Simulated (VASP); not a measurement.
Input of a VASP 6.6.1 run:

Contents of INCAR:

```
  ALGO = Normal
  EDIFF = 1E-6
  ENCUT = 520
  GGA = PE
  ISIF = 2
  ISMEAR = 0
  LASPH = True
  LCHARG = False
  LREAL = False
  LWAVE = False
  NBANDS = 17
  NELM = 80
  PREC = Accurate
  SIGMA = 0.05
```

KPOINTS

```
k-points
0
Gamma
  8 8 8
```

File POSCAR:

```
TePb
1.0
    0.0000000000      3.2270000000      3.2270000000
    3.2270000000      0.0000000000      3.2270000000
    3.2270000000      3.2270000000      0.0000000000
Te Pb
1 1
Direct
    0.5000000000      0.5000000000      0.5000000000
    0.0348621010     -0.0348621010      0.0348621010
```

Potentials or basis: VASP PAW PBE potentials, release 64 (Te, Pb_d).

Command:

```console
$ cat potpaw_PBE.64/Te/POTCAR potpaw_PBE.64/Pb_d/POTCAR > POTCAR
$ mpirun -np 1 vasp_std > vasp.out
```

**Question.** What does it give for the largest force?

**Answer.** 0.320 eV/Å.

**Question.** What does it give for the band gap on the k mesh?

**Answer.** 0.97 eV.

**Question.** Predict the pressure.

**Answer.** 2.9 GPa.

Forces on the atoms (eV/Å):
```
Te   0.000  0.320  0.000
Pb   0.000 -0.320  0.000
```

Caveat: the cell differs from its parent crystal (all Pb atoms moved +0.225 Å, as atom 2 along Cartesian [0 1 0]); spin-orbit coupling is left out, which moves the levels of the heavy elements. A k mesh can miss the band edges.
